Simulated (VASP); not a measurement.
A run of VASP 6.6.1 is set up as follows.

Contents of INCAR:

```
SYSTEM = Li
PREC = Accurate ; ENCUT = 520
EDIFF = 1E-7 ; ISMEAR = 0
SIGMA = 0.1 ; LREAL = .False.
LASPH = .True. ; NELM = 80
ALGO = Normal ; ISIF = 2
LWAVE = .False. ; LCHARG = .True.
GGA = PE ; IVDW = 12
LELF = .True. ; LVHAR = .True.
NBANDS = 10
```

KPOINTS

```
regular mesh
0
Gamma
  12 12 8
  0 0 0
```

Contents of POSCAR:

```
Li
1.0
    3.1570597461      0.0000000000      0.0000000000
   -1.5785298730      2.7340939414      0.0000000000
    0.0000000000      0.0000000000      4.6670363760
Li
2
Direct
    0.3333333333      0.6666666667      0.2500000000
    0.6666666667      0.3333333333      0.7500000000
```

Potentials or basis: VASP PAW PBE potentials, release 64 (Li_sv).

Launch:

```bash
$ cat potpaw_PBE.64/Li_sv/POTCAR > POTCAR
$ mpirun -np 1 vasp_std > vasp.out
```

Q: What does it give for the dispersion energy per atom?

A: -0.170 eV.

Q: Estimate the band gap on the k mesh.

A: Zero (band 3 reaches 2.55 eV, above the bottom of band 4 at -1.64 eV).
